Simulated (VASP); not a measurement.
# LiTi12 (a cell with a defect) in VASP: notebook

Runs on LiTi12 (a cell with a defect). Level: PBEsol. Tasks: single point.

Program: VASP 6.6.1. These are calculated values, not measurements. Logs are shortened: lines on timing, memory, paths and dates and some standing lists are left out, and cuts for length are marked.

## Step 1: The cell of the first run

The cell holds a defect, 13 atoms: a = 5.900 Å, b = 8.850 Å, c = 4.685 Å, α = 90.00°, β = 90.00°, γ = 120.00°.

## Step 2: Single point, PBEsol

Input file INCAR:

```
SYSTEM = LiTi12
PREC = Accurate
ENCUT = 520
EDIFF = 1E-6
ISMEAR = -1
SIGMA = 0.05
LREAL = .FALSE.
LASPH = .TRUE.
NELM = 80
ALGO = Normal
ISIF = 2
LWAVE = .FALSE.
LCHARG = .TRUE.
GGA = PS
LELF = .TRUE.
LVHAR = .TRUE.
NBANDS = 86
```

Input file KPOINTS:

```
regular mesh
0
G
  2 2 2
  0 0 0
```

Input file POSCAR:

```
LiTi12
1.0
    5.9000000000      0.0000000000      0.0000000000
   -4.4250000000      7.6643250000      0.0000000000
    0.0000000000      0.0000000000      4.6846000000
Ti Li
12 1
Direct
    0.0055172047     -0.0089375124     -0.0647013619
    0.1875733292      0.2331712186      0.5535157751
    0.0754092629      0.3956643279     -0.0570806472
    0.1802985518      0.5509291425      0.4364300047
    0.0346063961      0.6815994885     -0.1063911540
    0.1715984487      0.9163233553      0.4393331341
    0.4452576762      0.0073718168     -0.0740724928
    0.6788589570      0.2403995133      0.5708918584
    0.4780847383      0.2936723064      0.0503778338
    0.6457299585      0.5506681932      0.4967339794
    0.5338516545      0.7018361043      0.0458310208
    0.5840400075      0.8638725524      0.5939461213
    0.7948920926      0.1203758974      0.2229432609
```

Potentials or basis: VASP PAW PBE potentials, release 64 (Ti_sv, Li_sv).

Command:

```sh
> cat potpaw_PBE.64/Ti_sv/POTCAR potpaw_PBE.64/Li_sv/POTCAR > POTCAR
> mpirun -np 1 vasp_std > vasp.out
```

OUTCAR:

```text
SYSTEM = LiTi12
   PREC = Accurate
   ENCUT = 520
   EDIFF = 1E-6
   ISMEAR = -1
   LREAL = .FALSE.
   LASPH = .TRUE.
   NELM = 80
   ISIF = 2
   GGA = PS

 ion  position               nearest neighbor table
   1  0.006  0.991  0.935-  13 2.47   7 2.53   2 2.58  12 2.68  11 2.73   6 2.73   6 2.76   9 2.79
                             5 2.84
   2  0.188  0.233  0.554-  13 2.54   1 2.58   3 2.60  10 2.77   9 2.78   9 2.80   6 2.81   8 2.87
                             4 2.89
   3  0.075  0.396  0.943-  13 2.52   4 2.60   2 2.60   4 2.66   5 2.67   8 2.68  11 2.75
   4  0.180  0.551  0.436-  11 2.59   3 2.60   3 2.66  12 2.70  10 2.76   5 2.77   2 2.89
   5  0.035  0.682  0.894-   3 2.67   7 2.69  10 2.72   4 2.77   6 2.80   1 2.84
   6  0.172  0.916  0.439-   7 2.67   1 2.73   1 2.76   7 2.78  12 2.79   5 2.80   2 2.81
   7  0.445  0.007  0.926-  13 2.26  12 2.40   8 2.47   9 2.51   1 2.53   6 2.67   5 2.69   6 2.78

   8  0.679  0.240  0.571-  13 2.23   7 2.47   3 2.68   9 2.69   9 2.85   2 2.87  10 2.87
   9  0.478  0.294  0.050-   7 2.51   8 2.69   2 2.78   1 2.79   2 2.80   8 2.85  10 2.88
  10  0.646  0.551  0.497-   5 2.72  11 2.75   4 2.76   2 2.77   8 2.87   9 2.88
  11  0.534  0.702  0.046-  12 2.49   4 2.59   1 2.73   3 2.75  10 2.75  12 2.88
  12  0.584  0.864  0.594-   7 2.40  11 2.49  13 2.63   1 2.68   4 2.70   6 2.79  11 2.88
  13  0.795  0.120  0.223-   8 2.23   7 2.26   1 2.47   3 2.52   2 2.54  12 2.63

  LATTYP: Found a simple monoclinic cell.
 ALAT       =     5.9000000000
 B/A-ratio  =     0.7940000000
 C/A-ratio  =     1.3228756849
 COS(beta)  =    -0.1889822323

  Lattice vectors:

 A1 = (   5.9000000000,   0.0000000000,   0.0000000000)
 A2 = (   0.0000000000,   0.0000000000,   4.6846000000)
 A3 = (  -1.4750000000,  -7.6643250000,   0.0000000000)

Analysis of symmetry for initial positions (statically):
=====================================================================
 Subroutine PRICEL returns:
 Original cell was already a primitive cell.

 Routine SETGRP: Setting up the symmetry group for a
 simple monoclinic supercell.

 Subroutine GETGRP returns: Found  1 space group operations
 (whereof  1 operations were pure point group operations)
 out of a pool of  4 trial point group operations.

The static configuration has the point symmetry C_1 .

Analysis of symmetry for dynamics (positions and initial velocities):
=====================================================================
 Subroutine PRICEL returns:
 Original cell was already a primitive cell.

 Routine SETGRP: Setting up the symmetry group for a
 simple monoclinic supercell.

 Subroutine GETGRP returns: Found  1 space group operations
 (whereof  1 operations were pure point group operations)
 out of a pool of  4 trial point group operations.

The dynamic configuration has the point symmetry C_1 .

 Subroutine INISYM returns: Found  1 space group operations
 (whereof  1 operations are pure point group operations),
 and found     1 'primitive' translations

----------------------------------------------------------------------------------------

                                     Primitive cell

  volume of cell :     211.8354

  direct lattice vectors                    reciprocal lattice vectors
     5.900000000  0.000000000  0.000000000     0.169491525  0.097855976  0.000000000
    -4.425000000  7.664325000  0.000000000     0.000000000  0.130474634  0.000000000
     0.000000000  0.000000000  4.684600000     0.000000000  0.000000000  0.213465397

  length of vectors
     5.900000000  8.850000153  4.684600000     0.195711955  0.130474634  0.213465397

  position of ions in fractional coordinates (direct lattice)
     0.005517205  0.991062488  0.935298638
     0.187573329  0.233171219  0.553515775
     0.075409263  0.395664328  0.942919353
     0.180298552  0.550929143  0.436430005
     0.034606396  0.681599488  0.893608846
     0.171598449  0.916323355  0.439333134
     0.445257676  0.007371817  0.925927507
     0.678858957  0.240399513  0.570891858
     0.478084738  0.293672306  0.050377834
     0.645729958  0.550668193  0.496733979
     0.533851654  0.701836104  0.045831021
     0.584040008  0.863872552  0.593946121
     0.794892093  0.120375897  0.222943261

  ion indices of the primitive-cell ions
   primitive index   ion index
                 1           1
                 2           2
                 3           3
                 4           4
                 5           5
                 6           6
                 7           7
                 8           8
                 9           9
                10          10
                11          11
                12          12
                13          13

----------------------------------------------------------------------------------------

 KPOINTS: regular mesh

Automatic generation of k-mesh.
 Grid dimensions read from file:
 generate k-points for:    2    2    2

 Generating k-lattice:

  Cartesian coordinates                     Fractional coordinates (reciprocal lattice)
     0.084745763  0.048927988  0.000000000     0.500000000  0.000000000  0.000000000
     0.000000000  0.065237317  0.000000000     0.000000000  0.500000000  0.000000000
     0.000000000  0.000000000  0.106732699     0.000000000  0.000000000  0.500000000

  Length of vectors
     0.097855977  0.065237317  0.106732699

  Shift w.r.t. Gamma in fractional coordinates (k-lattice)
     0.000000000  0.000000000  0.000000000

 Subroutine IBZKPT returns following result:
 ===========================================

 Found      8 irreducible k-points:

 Following reciprocal coordinates:
            Coordinates               Weight
  0.000000  0.000000  0.000000      1.000000
  0.500000  0.000000  0.000000      1.000000
  0.000000  0.500000  0.000000      1.000000
  0.500000  0.500000  0.000000      1.000000
  0.000000  0.000000  0.500000      1.000000
  0.500000  0.000000  0.500000      1.000000
  0.000000  0.500000  0.500000      1.000000
  0.500000  0.500000  0.500000      1.000000
   k-points           NKPTS =      8   k-points in BZ     NKDIM =      8   number of bands    NBANDS=     86
   number of dos      NEDOS =    301   number of ions     NIONS =     13
   total plane-waves  NPLWV = 120960
   dimension x,y,z NGX =    48 NGY =   70 NGZ =   36
   dimension x,y,z NGXF=    96 NGYF=  140 NGZF=   72
   ions per type =              12   1
   NGX,Y,Z   is equivalent  to a cutoff of  13.53, 13.15, 12.78 a.u.
   NGXF,Y,Z  is equivalent  to a cutoff of  27.05, 26.30, 25.55 a.u.
 SYSTEM =  LiTi12
   PREC   = accura    normal or accurate (medium, high low for compatibility)
   ISTART =      0    job   : 0-new  1-cont  2-samecut
   ICHARG =      2    charge: 1-file 2-atom 10-const
   ISPIN  =      1    spin polarized calculation?
   LNONCOLLINEAR =      F non collinear calculations
   LSORBIT =      F    spin-orbit coupling
   LASPH  =      T    aspherical Exc in radial PAW
   ENCUT  =  520.0 eV  38.22 Ry    6.18 a.u.  10.97 16.46  8.71*2*pi/ulx,y,z
   NELM   =     80;   NELMIN=  2; NELMDL= -5     # of ELM steps
   EDIFF  = 0.1E-05   stopping-criterion for ELM
   LREAL  =      F    real-space projection
   EDIFFG = 0.1E-04   stopping-criterion for IOM
   NSW    =      0    number of steps for IOM
   IBRION =     -1    ionic relax: 0-MD 1-quasi-New 2-CG
   NFREE  =      0    steps in history (QN), initial steepest desc. (CG)
   ISIF   =      2    stress and relaxation
   ISYM   =      2    0-nonsym 1-usesym 2-fastsym
   POTIM  = 0.5000    time-step for ionic-motion
   TEBEG  =    0.0;   TEEND  =   0.0 temperature during run
   PSTRESS=    0.0 pullay stress
   NELECT =     147.0000    total number of electrons
   NUPDOWN=      -1.0000    fix difference up-down
   EMIN   =  10.00;   EMAX   =-10.00  energy-range for DOS
   EFERMI =   0.00;   METHOD = LEGACY
   ISMEAR =    -1;   SIGMA  =   0.05  broadening in eV -4-tet -1-fermi 0-gaus
   EFERMI_NEDOS =   21; number of points for ismear=-14 and -15
   IALGO  =     38    algorithm
   IMIX   =      4    mixing-type and parameters
     AMIX     =   0.40;   BMIX     =  1.00
     AMIX_MAG =   1.60;   BMIX_MAG =  1.00
  volume/ion in A,a.u.               =      16.30       109.96
  Fermi-wavevector in a.u.,A,eV,Ry     =   1.449376  2.738924 28.581642  2.100691
  Thomas-Fermi vector in A             =   2.567110
   LORBIT       =      0    0 simple, 1 ext, 2 COOP (PROOUT), +10 PAW based schemes
   GGA     = PS    functional components
   LHFCALC =     F    Hartree Fock is set to
   AEXX    =    0.0000 exact exchange contribution
   IVDW    =     0    specifies the selected vdW correction
   LEPSILON=     F    determine dielectric tensor
   LRPA    =     F    only Hartree local field effects (RPA)
 non-spin polarized calculation
  energy-cutoff  :      520.00
  volume of cell :      211.84
 maximum number of plane-waves:      5724
 NGX is ok and might be reduce to    48
   NGX = 21   NGY = 33   NGZ = 17

 number of electron     147.0000002 magnetization

 Free energy of the ion-electron system (eV)
  ---------------------------------------------------
  ext. energy  EPLUGINS =         0.00000000
  ---------------------------------------------------
  free energy    TOTEN  =       -98.11409392 eV

  energy without entropy =      -97.98066101  energy(sigma->0) =      -98.04737747

 E-fermi :   8.0725     XC(G=0): -11.6074

 val. band max:        8.0387054123   @ k =   0.0000   0.5000   0.5000
 cond. band min:       8.0800044381   @ k =   0.0000   0.5000   0.0000
 fundamental gap:      0.0412990257
 Fermi energy:         8.0725376844

 k-point     1 :       0.0000    0.0000    0.0000
  band No.  band energies     occupation
      1     -48.4402      2.00000
      2     -48.3279      2.00000
      3     -48.2779      2.00000
      4     -48.2660      2.00000
      5     -48.2294      2.00000
      6     -48.1621      2.00000
[... 77 lines left out ...]
     84       9.1720      0.00000
     85       9.3239      0.00000

 k-point     2 :       0.5000    0.0000    0.0000
  band No.  band energies     occupation
      1     -48.4341      2.00000
      2     -48.3276      2.00000
      3     -48.2811      2.00000
      4     -48.2607      2.00000
      5     -48.2327      2.00000
      6     -48.1741      2.00000
[... 77 lines left out ...]
     84       9.2218      0.00000
     85       9.4962      0.00000

 k-point     3 :       0.0000    0.5000    0.0000
  band No.  band energies     occupation
      1     -48.4384      2.00000
      2     -48.3269      2.00000
      3     -48.2874      2.00000
      4     -48.2602      2.00000
      5     -48.2307      2.00000
      6     -48.1638      2.00000
[... 77 lines left out ...]
     84       9.1757      0.00000
     85       9.2511      0.00000

 k-point     4 :       0.5000    0.5000    0.0000
  band No.  band energies     occupation
      1     -48.4347      2.00000
      2     -48.3252      2.00000
      3     -48.2837      2.00000
      4     -48.2616      2.00000
      5     -48.2349      2.00000
      6     -48.1643      2.00000
[... 77 lines left out ...]
     84       9.2084      0.00000
     85       9.3739      0.00000

 k-point     5 :       0.0000    0.0000    0.5000
  band No.  band energies     occupation
      1     -48.4320      2.00000
      2     -48.3091      2.00000
      3     -48.2755      2.00000
      4     -48.2560      2.00000
      5     -48.2107      2.00000
      6     -48.1561      2.00000
[... 77 lines left out ...]
     84       9.1760      0.00000
     85       9.3066      0.00000

 k-point     6 :       0.5000    0.0000    0.5000
  band No.  band energies     occupation
      1     -48.4305      2.00000
      2     -48.3047      2.00000
      3     -48.2745      2.00000
      4     -48.2553      2.00000
      5     -48.2143      2.00000
      6     -48.1542      2.00000
[... 77 lines left out ...]
     84       9.1358      0.00000
     85       9.2318      0.00000

 k-point     7 :       0.0000    0.5000    0.5000
  band No.  band energies     occupation
      1     -48.4318      2.00000
      2     -48.3065      2.00000
      3     -48.2769      2.00000
      4     -48.2578      2.00000
      5     -48.2105      2.00000
      6     -48.1600      2.00000
[... 77 lines left out ...]
     84       9.1778      0.00000
     85       9.2381      0.00000

 k-point     8 :       0.5000    0.5000    0.5000
  band No.  band energies     occupation
      1     -48.4306      2.00000
      2     -48.3043      2.00000
      3     -48.2753      2.00000
      4     -48.2547      2.00000
      5     -48.2156      2.00000
      6     -48.1501      2.00000
[... 77 lines left out ...]
     84       9.1000      0.00000
     85       9.1783      0.00000
 [bands above 85 left out]

------------------------ aborting loop because EDIFF is reached ----------------------------------------

  FORCE on cell =-STRESS in cart. coord.  units (eV):
  Direction    XX          YY          ZZ          XY          YZ          ZX
  --------------------------------------------------------------------------------------
  -------------------------------------------------------------------------------------
  Total        1.0113400      3.2605228     10.3566735     -0.6899980      3.1009452     -0.7271409
  in kB        7.6490820     24.6603584     78.3307763     -5.2186719     23.4534232     -5.4995951
  external PRESSURE =      36.8800723 kB  Pullay stress =       0.0000000 kB

 VOLUME and BASIS-vectors are now :
 -----------------------------------------------------------------------------
  energy-cutoff  :      520.00
  volume of cell :      211.84
      direct lattice vectors                 reciprocal lattice vectors
     5.900000000  0.000000000  0.000000000     0.169491525  0.097855976  0.000000000
    -4.425000000  7.664325000  0.000000000     0.000000000  0.130474634  0.000000000
     0.000000000  0.000000000  4.684600000     0.000000000  0.000000000  0.213465397

 POSITION                                       TOTAL-FORCE (eV/Angst)
 -----------------------------------------------------------------------------------
     -4.35290      7.59583      4.38150        -0.282059     -0.252872      0.247851
      0.07490      1.78710      2.59300         0.807395      0.384017     -0.476659
     -1.30590      3.03250      4.41720        -0.000555     -0.275333      0.335257
     -1.37410      4.22250      2.04450        -0.973232     -0.517109      0.038610
     -2.81190      5.22400      4.18620         0.075001      0.231227      0.478026
     -3.04230      7.02300      2.05810        -0.211915     -0.756100     -1.123514
      2.59440      0.05650      4.33760        -0.127232     -1.467932      1.048115
      2.94150      1.84250      2.67440        -1.070344      1.441072     -0.242147
      1.52120      2.25080      0.23600        -0.305529      1.866482      0.918334
      1.37310      4.22050      2.32700         0.417971     -0.116517      0.474715
      0.04410      5.37910      0.21470        -0.028189      0.252086      0.023248
     -0.37680      6.62100      2.78240         0.801878     -0.457460     -1.279063
      4.15720      0.92260      1.04440         0.896811     -0.331560     -0.442774
 -----------------------------------------------------------------------------------
    total drift:                                0.000741      0.000091      0.000149

  FREE ENERGIE OF THE ION-ELECTRON SYSTEM (eV)
  ---------------------------------------------------
  free  energy   TOTEN  =       -98.1140939229 eV

  energy  without entropy=      -97.9806610096  energy(sigma->0) =      -98.04737747
```

It took 8.5 min on 1 thread of Intel Xeon 8259CL, shared host; peak memory 0.39 GiB.

What came out:

```
Free energy            : -98.1141 eV
Largest force          : 2.102 eV/Å
Band gap on the k mesh : zero (an odd number of electrons rules out a gap without spin polarisation)
```

Forces in eV/Å, atoms in the order of the input:
```
Ti  -0.282 -0.253  0.248
Ti   0.807  0.384 -0.477
Ti  -0.001 -0.275  0.335
Ti  -0.973 -0.517  0.039
Ti   0.075  0.231  0.478
Ti  -0.212 -0.756 -1.124
Ti  -0.127 -1.468  1.048
Ti  -1.070  1.441 -0.242
Ti  -0.306  1.866  0.918
Ti   0.418 -0.117  0.475
Ti  -0.028  0.252  0.023
Ti   0.802 -0.457 -1.279
Li   0.897 -0.332 -0.443
```

Levels at points of the mesh, in eV from the Fermi level:
```tsv
k point	band 70	band 71	band 72	band 73	band 74	band 75	band 76	band 77
(0.00, 0.00, 0.00)	-0.47	-0.37	-0.13	-0.09	0.15	0.20	0.34	0.43
(0.50, 0.00, 0.00)	-0.44	-0.40	-0.22	-0.12	0.05	0.13	0.17	0.24
(0.00, 0.50, 0.00)	-0.50	-0.25	-0.24	-0.05	0.01	0.14	0.37	0.40
(0.50, 0.50, 0.00)	-0.52	-0.45	-0.34	-0.15	-0.05	0.08	0.21	0.26
(0.00, 0.00, 0.50)	-0.41	-0.24	-0.08	-0.07	0.07	0.18	0.31	0.37
(0.50, 0.00, 0.50)	-0.53	-0.40	-0.33	-0.27	-0.19	0.05	0.14	0.27
(0.00, 0.50, 0.50)	-0.32	-0.25	-0.14	-0.03	0.08	0.19	0.34	0.37
(0.50, 0.50, 0.50)	-0.51	-0.48	-0.38	-0.20	-0.11	-0.08	0.12	0.20
```

Caveat: the k points lie up to 0.67 Å⁻¹ apart, too coarse for converged energies and pressures of a metal; the cutoff is under 1.25 times the usual one of these potentials, so pressure, stress and relaxed cells hold a basis-set (Pulay) error; the PAW data sets were made with another functional, which shifts forces and pressure a little.

(Part 1 of 2 ends here.)
